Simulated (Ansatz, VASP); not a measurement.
**One calculation of Cu, two programs**

```xyz
2
Lattice="2.5974 0.0000 0.0000 -1.2987 2.2495 0.0000 0.0000 0.0000 4.3182" Properties=species:S:1:pos:R:3 pbc="T T T"
Cu    0.0000    1.4996    1.0795
Cu    1.2987    0.7498    3.2386
```

Change from the starting cell: strain +0.025 along x and y, +0.050 along z, atoms carried along.

Alike in both runs: task single point; functional PBEsol; k mesh 24 × 24 × 12; occupations gaussian, width 0.15 eV; no spin polarisation.

|  | VASP | Ansatz |
| --- | --- | --- |
| version | VASP 6.6.1 | Ansatz 0.2.0 |
| potentials or method | VASP PAW PBE potentials, release 64 (Cu), cutoff 520 eV | scalar-relativistic, plane waves, PAW |
| valence electrons in the cell | 22 | 38 |

|  | VASP | Ansatz | Ansatz less VASP |
| --- | --- | --- | --- |
| gap on the k mesh at the Fermi level (eV) | none | none | - |
| pressure (GPa) | -13.2 | -13.7 | -0.55 |
| traceless stress, the component that is largest in VASP (GPa) | -1.13 | -1.11 | +0.024 |

VASP's potentials were made for PBE, not for PBEsol. A gap of «none» marks a metal or a gap that the smearing closes. VASP's potentials hold 22 valence electrons a cell and Ansatz's 38, so a difference there can come from the potentials and not from the codes.
